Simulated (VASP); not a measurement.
Write the native input for VASP 6.6.1 that does the following.

| Item | Value |
| --- | --- |
| Task | single point |
| Functional | PBEsol |
| Potentials or basis | VASP PAW PBE potentials, release 64 (W_sv, S) |
| Cutoff | 520 eV |
| k mesh | 10 × 10 × 2 |
| Occupations | gaussian, width 0.05 eV |
| Spin | no spin polarisation |
| Dipole correction | no |
| Further INCAR settings | ALGO = Normal; EDIFF = 1e-07; NBANDS = 49 |

The structure of WS2 lies in POSCAR:

```
WS2
1.0
   -1.5790003843     -2.7349088907      0.0000000000
    1.5790003843     -2.7349088907      0.0000000000
   -0.4737001153     -0.8204726672     18.4899900000
W S
3 6
Direct
   -0.2128500000      0.0000000000      0.7095000000
    0.3204833333      0.3333333333      0.0428333333
    0.5538166667      0.6666666667      0.3761666667
    0.8620600000      1.0000000000      0.4598000000
    0.0953933333      0.3333333333      0.7931333333
    0.6287266667      0.6666666667      0.1264666667
    0.9128500000      1.0000000000      0.2905000000
    0.1461833333      0.3333333333      0.6238333333
    0.3795166667      0.6666666667      0.9571666667
```

This cell differs from its parent crystal: the part above a cut slid along it.

These files were run (other wordings do the same):

INCAR

```
PREC = Accurate
ENCUT = 520
EDIFF = 1E-7
ISMEAR = 0
SIGMA = 0.05
LREAL = F
LASPH = T
NELM = 80
ALGO = Normal
ISIF = 2
LWAVE = F
LCHARG = F
GGA = PS
NBANDS = 49
```

KPOINTS

```
Automatic mesh
0
Gamma
  10 10 2
```

Potentials or basis: VASP PAW PBE potentials, release 64 (W_sv, S).

The run is started by

```sh
$ cat potpaw_PBE.64/W_sv/POTCAR potpaw_PBE.64/S/POTCAR > POTCAR
$ mpirun -np 1 vasp_std > vasp.out
```

It gave:

| Item | Value |
| --- | --- |
| Pressure | 7.6 GPa |
| Largest force | 11.402 eV/Å |
| Band gap on the k mesh | 0.11 eV (least direct gap 0.55 eV) |

Caveat: the cell differs from its parent crystal (the part above a cut slid along it); the stress differs along the axes, from 3 to 15 GPa; the PAW data sets were made with another functional, which shifts forces and pressure a little; spin-orbit coupling is left out, which moves the levels of the heavy elements.

Run time: 12 min on 1 thread of AMD EPYC 9R45 96-Core Processor (Zen 5) (shared host), peak memory 0.64 GiB.
